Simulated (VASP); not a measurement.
Input of a VASP 6.6.1 run:

The input INCAR:

```
SYSTEM = Sb
  ALGO = Normal
  EDIFF = 1E-6
  EDIFFG = -0.02
  ENCUT = 600
  GGA = PE
  IBRION = 2
  ISIF = 3
  ISMEAR = 0
  LASPH = .True.
  LCHARG = .False.
  LREAL = .False.
  LWAVE = .False.
  NELM = 80
  NSW = 90
  PREC = Accurate
  SIGMA = 0.1
```

The input KPOINTS:

```
k-points
0
Gamma
  12 12 12
  0 0 0
```

The input POSCAR:

```
Sb
1.0
    3.1600000000      0.0000000000      0.0000000000
    0.0000000000      3.1600000000      0.0000000000
    0.0000000000      0.0000000000      3.1600000000
Sb
1
Direct
    0.0000000000      0.0000000000      0.0000000000
```

Potentials or basis: VASP PAW PBE potentials, release 64 (Sb).

Launch:

```console
$ cat potpaw_PBE.64/Sb/POTCAR > POTCAR
$ mpirun -np 1 vasp_std > vasp.out
```

Q: Predict the relaxed volume.

A: 30.09 Å³/atom.

Q: Estimate the band gap on the k mesh.

A: Zero (an odd number of electrons rules out a gap without spin polarisation).

Q: Estimate the relaxed cell.

A: a = 3.110 Å, b = 3.110 Å, c = 3.110 Å, α = 90.00°, β = 90.00°, γ = 90.00°.

Final structure:
```
Sb
1.0
     3.11027    0.00000    0.00000
     0.00000    3.11027    0.00000
     0.00000    0.00000    3.11027
Sb
1
Direct
  0.00000 0.00000 0.00000
```

Caveat: spin-orbit coupling is left out, which moves the levels of the heavy elements; an odd number of electrons without spin polarisation forces a metal; a magnetic or distorted state may lie lower.
